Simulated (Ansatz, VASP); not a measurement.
# Mo: VASP beside Ansatz

The input INCAR:

```
SYSTEM = Mo
ALGO = Normal
EDIFF = 1E-6
ENCUT = 520
GGA = PS
ISIF = 2
ISMEAR = -1
LASPH = .True.
LCHARG = .False.
LREAL = .False.
LWAVE = .False.
NBANDS = 43
NELM = 60
PREC = Accurate
SIGMA = 0.1
```

KPOINTS

```
k-points
0
Gamma
  12 12 1
  0 0 0
```

Contents of POSCAR:

```
Mo
1.0
    3.1295163184      0.0000000000      0.0000000000
    0.0000000000      3.1295163184      0.0000000000
    0.0000000000      0.0000000000     22.2590000000
Mo
5
Direct
    0.0000000000      0.0000000000      0.3659161389
    0.5000000000      0.5000000000      0.4283781434
    0.0000000000      0.0000000000      0.5000000001
    0.5000000000      0.5000000000      0.5716218573
    0.0000000000      0.0000000000      0.6340838602
```

Input for Ansatz:

```yaml
crystal:
  lattice:
    - [3.1295163184, 0.0, 0.0]
    - [0.0, 3.1295163184, 0.0]
    - [0.0, 0.0, 22.259]
  atoms:
    - { symbol: Mo, position: [0.0, 0.0, 0.3659161389] }
    - { symbol: Mo, position: [0.5, 0.5, 0.4283781434] }
    - { symbol: Mo, position: [0.0, 0.0, 0.5000000001] }
    - { symbol: Mo, position: [0.5, 0.5, 0.5716218573] }
    - { symbol: Mo, position: [0.0, 0.0, 0.6340838602] }
kpoints:
  mp_grid: { grid: [12, 12, 1] }
scf:
  occupations: { method: fermi_dirac, width: 0.1 }
hamiltonian:
  xc: pbesol
  pseudopotentials: { kind: paw }
output:
  forces: true
  stress: true
  eigenvalues: true
  core_levels:
    shells: { Mo: ["3d"] }
    counted_from: fermi_level
    add_spin: false
```

Alike in both runs: task single point; functional PBEsol; k mesh 12 × 12 × 1; occupations fermi-dirac, width 0.1 eV; no spin polarisation.

```csv
,VASP,Ansatz
version,VASP 6.6.1,Ansatz 0.2.0
potentials or method,"VASP PAW PBE potentials, release 64 (Mo_sv)","PAW with Ansatz's default frozen-core files, scalar-relativistic"
plane-wave cutoff (eV),520,420
valence electrons in the cell,70,70
```

|  | VASP | Ansatz | Ansatz less VASP |
| --- | --- | --- | --- |
| rms of the force components (eV/Å) | 0.013 | 0.002 | -0.0112 |

VASP's potentials were made for PBE, not for PBEsol. Atom by atom the forces differ by 0.014 eV/Å (rms over components).
